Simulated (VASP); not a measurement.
# HfB3 (P-6m2) in VASP: relaxation of cell and atoms with PBE

Aim: the relaxation of cell and atoms of HfB3 with PBE.

Program: VASP 6.6.1. These are calculated values, not measurements. Logs are shortened: lines on timing, memory, paths and dates and some standing lists are left out, and cuts for length are marked.

## (1) The cell of the first run

It takes space group P-6m2 (No. 187, hexagonal). The conventional cell has a = 3.031 Å, b = 3.031 Å, c = 5.139 Å, α = 90.00°, β = 90.00°, γ = 120.00°. Hf (site symmetry -6m2) has 8 B at 2.49 to 2.57 Å and 6 Hf at 3.03 Å within 3.3 Å. Within 2.6 Å of B (site symmetry -6m2) lie 6 B at 1.92 Å and 2 Hf at 2.57 Å. B (site symmetry 3m) has 4 B at 1.59 to 1.92 Å within 2.1 Å.

## (2) Relaxation of cell and atoms, PBE

The input, INCAR:

```
SYSTEM = HfB3
  ALGO = Normal
  EDIFF = 1E-7
  EDIFFG = -0.01
  ENCUT = 600
  GGA = PE
  IBRION = 2
  ISIF = 3
  ISMEAR = 0
  LASPH = .TRUE.
  LCHARG = .FALSE.
  LREAL = .FALSE.
  LWAVE = .FALSE.
  NELM = 80
  NSW = 100
  PREC = Accurate
  SIGMA = 0.1
```

The input, KPOINTS:

```
k-points
0
G
  18 18 10
  0 0 0
```

The input, POSCAR:

```
HfB3
1.0
    3.0308333459      0.0000000000      0.0000000000
   -1.5154166729      2.6247786721      0.0000000000
    0.0000000000      0.0000000000      5.1392211635
Hf B
1 3
Direct
    0.0000000000      0.0000000000      0.5000000000
    0.0000000000      0.0000000000      0.0000000000
    0.3333333333      0.6666666667      0.1546559109
    0.3333333333      0.6666666667      0.8453440891
```

Potentials or basis: VASP PAW PBE potentials, release 64 (Hf_pv, B).

The run is started by

```bash
$ cat potpaw_PBE.64/Hf_pv/POTCAR potpaw_PBE.64/B/POTCAR > POTCAR
$ mpirun -np 1 vasp_std > vasp.out
```

OUTCAR:

```text
SYSTEM = HfB3
   EDIFF = 1E-7
   EDIFFG = -0.01
   ENCUT = 600
   GGA = PE
   IBRION = 2
   ISIF = 3
   ISMEAR = 0
   LASPH = .TRUE.
   LREAL = .FALSE.
   NELM = 80
   NSW = 100
   PREC = Accurate

 ion  position               nearest neighbor table
   1  0.000  0.000  0.500-   3 2.49   4 2.49   3 2.49   4 2.49   3 2.49   4 2.49   2 2.57   2 2.57

   2  0.000  0.000  0.000-   3 1.92   4 1.92   3 1.92   4 1.92   3 1.92   4 1.92   1 2.57   1 2.57

   3  0.333  0.667  0.155-   4 1.59   2 1.92   2 1.92   2 1.92   1 2.49   1 2.49   1 2.49
   4  0.333  0.667  0.845-   3 1.59   2 1.92   2 1.92   2 1.92   1 2.49   1 2.49   1 2.49

  LATTYP: Found a hexagonal cell.
 ALAT       =     3.0308333459
 C/A-ratio  =     1.6956462388

  Lattice vectors:

 A1 = (   3.0308333459,   0.0000000000,   0.0000000000)
 A2 = (  -1.5154166729,   2.6247786721,   0.0000000000)
 A3 = (   0.0000000000,   0.0000000000,   5.1392211635)

Analysis of symmetry for initial positions (statically):
=====================================================================
 Subroutine PRICEL returns:
 Original cell was already a primitive cell.

 Routine SETGRP: Setting up the symmetry group for a
 hexagonal supercell.

 Subroutine GETGRP returns: Found 12 space group operations
 (whereof 12 operations were pure point group operations)
 out of a pool of 24 trial point group operations.

The static configuration has the point symmetry D_3h.

Analysis of symmetry for dynamics (positions and initial velocities):
=====================================================================
 Subroutine PRICEL returns:
 Original cell was already a primitive cell.

 Routine SETGRP: Setting up the symmetry group for a
 hexagonal supercell.

 Subroutine GETGRP returns: Found 12 space group operations
 (whereof 12 operations were pure point group operations)
 out of a pool of 24 trial point group operations.

The dynamic configuration has the point symmetry D_3h.

 Subroutine INISYM returns: Found 12 space group operations
 (whereof 12 operations are pure point group operations),
 and found     1 'primitive' translations

----------------------------------------------------------------------------------------

                                     Primitive cell

  volume of cell :      40.8839

  direct lattice vectors                    reciprocal lattice vectors
     3.030833346  0.000000000  0.000000000     0.329942259  0.190492252  0.000000000
    -1.515416673  2.624778672  0.000000000     0.000000000  0.380984504  0.000000000
     0.000000000  0.000000000  5.139221164     0.000000000  0.000000000  0.194582013

  length of vectors
     3.030833346  3.030833346  5.139221164     0.380984504  0.380984504  0.194582013

  position of ions in fractional coordinates (direct lattice)
     0.000000000  0.000000000  0.500000000
     0.000000000  0.000000000  0.000000000
     0.333333333  0.666666667  0.154655911
     0.333333333  0.666666667  0.845344089

  ion indices of the primitive-cell ions
   primitive index   ion index
                 1           1
                 2           2
                 3           3
                 4           4

----------------------------------------------------------------------------------------

 KPOINTS: k-points

Automatic generation of k-mesh.
 Grid dimensions read from file:
 generate k-points for:   18   18   10

 Generating k-lattice:

  Cartesian coordinates                     Fractional coordinates (reciprocal lattice)
     0.018330125  0.010582903  0.000000000     0.055555556  0.000000000  0.000000000
     0.000000000  0.021165806  0.000000000     0.000000000  0.055555556  0.000000000
     0.000000000  0.000000000  0.019458201     0.000000000  0.000000000  0.100000000

  Length of vectors
     0.021165806  0.021165806  0.019458201

  Shift w.r.t. Gamma in fractional coordinates (k-lattice)
     0.000000000  0.000000000  0.000000000

 Subroutine IBZKPT returns following result:
 ===========================================

 Found    222 irreducible k-points:

 Following reciprocal coordinates:
            Coordinates               Weight
  0.000000  0.000000  0.000000      1.000000
  0.055556 -0.000000  0.000000      6.000000
  0.111111 -0.000000  0.000000      6.000000
  0.166667 -0.000000  0.000000      6.000000
  0.222222 -0.000000  0.000000      6.000000
  0.277778  0.000000  0.000000      6.000000
[... 16 lines left out ...]
  0.333333  0.111111  0.000000     12.000000
  0.388889  0.111111  0.000000     12.000000
 [... further k-points ...]
   k-points           NKPTS =    222   k-points in BZ     NKDIM =    222   number of bands    NBANDS=     13
   number of dos      NEDOS =    301   number of ions     NIONS =      4
   total plane-waves  NPLWV =  24192
   dimension x,y,z NGX =    24 NGY =   24 NGZ =   42
   dimension x,y,z NGXF=    48 NGYF=   48 NGZF=   84
   ions per type =               1   3
   NGX,Y,Z   is equivalent  to a cutoff of  13.16, 13.16, 13.59 a.u.
   NGXF,Y,Z  is equivalent  to a cutoff of  26.33, 26.33, 27.17 a.u.
 SYSTEM =  HfB3
   PREC   = accura    normal or accurate (medium, high low for compatibility)
   ISTART =      0    job   : 0-new  1-cont  2-samecut
   ICHARG =      2    charge: 1-file 2-atom 10-const
   ISPIN  =      1    spin polarized calculation?
   LNONCOLLINEAR =      F non collinear calculations
   LSORBIT =      F    spin-orbit coupling
   LASPH  =      T    aspherical Exc in radial PAW
   ENCUT  =  600.0 eV  44.10 Ry    6.64 a.u.   6.05  6.05 10.26*2*pi/ulx,y,z
   NELM   =     80;   NELMIN=  2; NELMDL= -5     # of ELM steps
   EDIFF  = 0.1E-06   stopping-criterion for ELM
   LREAL  =      F    real-space projection
   EDIFFG = -.1E-01   stopping-criterion for IOM
   NSW    =    100    number of steps for IOM
   IBRION =      2    ionic relax: 0-MD 1-quasi-New 2-CG
   NFREE  =      1    steps in history (QN), initial steepest desc. (CG)
   ISIF   =      3    stress and relaxation
   ISYM   =      2    0-nonsym 1-usesym 2-fastsym
   POTIM  = 0.5000    time-step for ionic-motion
   TEBEG  =    0.0;   TEEND  =   0.0 temperature during run
   PSTRESS=    0.0 pullay stress
   NELECT =      19.0000    total number of electrons
   NUPDOWN=      -1.0000    fix difference up-down
   EMIN   =  10.00;   EMAX   =-10.00  energy-range for DOS
   EFERMI =   0.00;   METHOD = LEGACY
   ISMEAR =     0;   SIGMA  =   0.10  broadening in eV -4-tet -1-fermi 0-gaus
   EFERMI_NEDOS =   21; number of points for ismear=-14 and -15
   IALGO  =     38    algorithm
   IMIX   =      4    mixing-type and parameters
     AMIX     =   0.40;   BMIX     =  1.00
     AMIX_MAG =   1.60;   BMIX_MAG =  1.00
  volume/ion in A,a.u.               =      10.22        68.97
  Fermi-wavevector in a.u.,A,eV,Ry     =   1.268066  2.396298 21.878067  1.607993
  Thomas-Fermi vector in A             =   2.401181
   LORBIT       =      0    0 simple, 1 ext, 2 COOP (PROOUT), +10 PAW based schemes
   GGA     = PE    functional components
   LHFCALC =     F    Hartree Fock is set to
   AEXX    =    0.0000 exact exchange contribution
   IVDW    =     0    specifies the selected vdW correction
   LEPSILON=     F    determine dielectric tensor
   LRPA    =     F    only Hartree local field effects (RPA)
 conjugate gradient relaxation of ions
 non-spin polarized calculation
 Gauss-broadening in eV      SIGMA  =   0.10
  energy-cutoff  :      600.00
  volume of cell :       40.88
 maximum number of plane-waves:      1404
   NGX = 13   NGY = 13   NGZ = 21

--------------------------------------- Ionic step        1  -------------------------------------------

 number of electron      19.0000001 magnetization

 Free energy of the ion-electron system (eV)
  ---------------------------------------------------
  ext. energy  EPLUGINS =         0.00000000
  ---------------------------------------------------
  free energy    TOTEN  =       -30.72795327 eV

  energy without entropy =      -30.71674773  energy(sigma->0) =      -30.72235050

------------------------ aborting loop because EDIFF is reached ----------------------------------------

  FORCE on cell =-STRESS in cart. coord.  units (eV):
  Direction    XX          YY          ZZ          XY          YZ          ZX
  --------------------------------------------------------------------------------------
  -------------------------------------------------------------------------------------
  Total       -0.0243354     -0.0243354      0.0093914     -0.0000000      0.0000000      0.0000000
  in kB       -0.9536692     -0.9536692      0.3680345     -0.0000000      0.0000000      0.0000000
  external PRESSURE =      -0.5131013 kB  Pullay stress =       0.0000000 kB
[... 99 lines left out ...]
  energy  without entropy=      -30.7168121137  energy(sigma->0) =      -30.72240907

--------------------------------------- Ionic step        4  -------------------------------------------

 number of electron      19.0000001 magnetization

 Free energy of the ion-electron system (eV)
  ---------------------------------------------------
  ext. energy  EPLUGINS =         0.00000000
  ---------------------------------------------------
  free energy    TOTEN  =       -30.72801427 eV

  energy without entropy =      -30.71682517  energy(sigma->0) =      -30.72241972

 E-fermi :   5.4616     XC(G=0): -11.9093

 val. band max:        5.4443644309   @ k =   0.2222   0.1111   0.2000
 cond. band min:       5.4618127787   @ k =   0.1667   0.1111   0.3000
 fundamental gap:      0.0174483478
 Fermi energy:         5.4616170694

 k-point     1 :       0.0000    0.0000    0.0000
  band No.  band energies     occupation
      1     -24.1928      2.00000
      2     -23.7017      2.00000
      3     -23.7017      2.00000
      4      -7.8053      2.00000
      5      -0.4789      2.00000
      6      -0.4518      2.00000
      7       5.1837      1.99992
      8       5.1837      1.99992
      9       5.9796      0.00000
     10       7.8933      0.00000
     11       7.8933      0.00000
     12       9.4555      0.00000
     13       9.4555      0.00000
[... 353 lines left out ...]
 k-point    24 :       0.3889    0.1111    0.0000
  band No.  band energies     occupation
      1     -24.6119      2.00000
      2     -24.0158      2.00000
      3     -23.9933      2.00000
      4      -4.5941      2.00000
      5      -2.1235      2.00000
      6       0.9877      2.00000
      7       2.1688      2.00000
      8       2.5705      2.00000
      9       3.4653      2.00000
     10       5.9163      0.00000
     11       6.4079      0.00000
     12       9.9979      0.00000
     13      12.5603      0.00000

 [... further k-points ...]
[... 5 lines left out ...]
  --------------------------------------------------------------------------------------
  -------------------------------------------------------------------------------------
  Total        0.0140587      0.0140587      0.0248688      0.0000000     -0.0000000      0.0000000
  in kB        0.5513708      0.5513708      0.9753345      0.0000000     -0.0000000      0.0000000
  external PRESSURE =       0.6926920 kB  Pullay stress =       0.0000000 kB
[... 19 lines left out ...]
  FREE ENERGIE OF THE ION-ELECTRON SYSTEM (eV)
  ---------------------------------------------------
  free  energy   TOTEN  =       -30.7280142680 eV

  energy  without entropy=      -30.7168251667  energy(sigma->0) =      -30.72241972

 reached required accuracy - stopping structural energy minimisation
```

Wall time 11 min (1 thread of Intel Xeon 8259CL, shared host); peak memory 0.3 GiB.

What came out:

- Free energy: -30.7280 eV
- Relaxed volume: 10.21 Å³/atom
- Relaxed cell: a = 3.030 Å, b = 3.030 Å, c = 5.137 Å, α = 90.00°, β = 90.00°, γ = 120.00°
- Space group after relaxing (to 0.1 Å): P-6m2 (No. 187)
- Energy gained by relaxing: 0.0 meV/atom
- Ionic steps: 4
- Pressure after relaxing: 0.1 GPa
- Band gap on the k mesh: zero (an odd number of electrons rules out a gap without spin polarisation)

Final structure:
```
Hf B
1.0
     3.03038    0.00000    0.00000
    -1.51519    2.62439    0.00000
     0.00000    0.00000    5.13672
Hf B
1 3
Direct
  0.00000 0.00000 0.50000
  0.00000 0.00000 0.00000
  0.33333 0.66667 0.15490
  0.33333 0.66667 0.84510
```

Levels at points of the mesh, in eV from the Fermi level:
```tsv
k point	band 7	band 8	band 9	band 10	band 11	band 12	band 13
(0.00, 0.00, 0.00)	-0.28	-0.28	0.52	2.43	2.43	3.99	3.99
(0.50, 0.00, 0.00)	-3.20	-2.32	-2.26	0.18	1.75	4.37	6.72
(0.00, 0.00, 0.50)	-1.09	-0.29	-0.29	1.69	1.69	5.72	5.72
(0.50, 0.00, 0.50)	-2.77	-2.70	-2.39	-0.90	4.65	4.84	5.07
```

Caveat: spin-orbit coupling is left out, which moves the levels of the heavy elements.
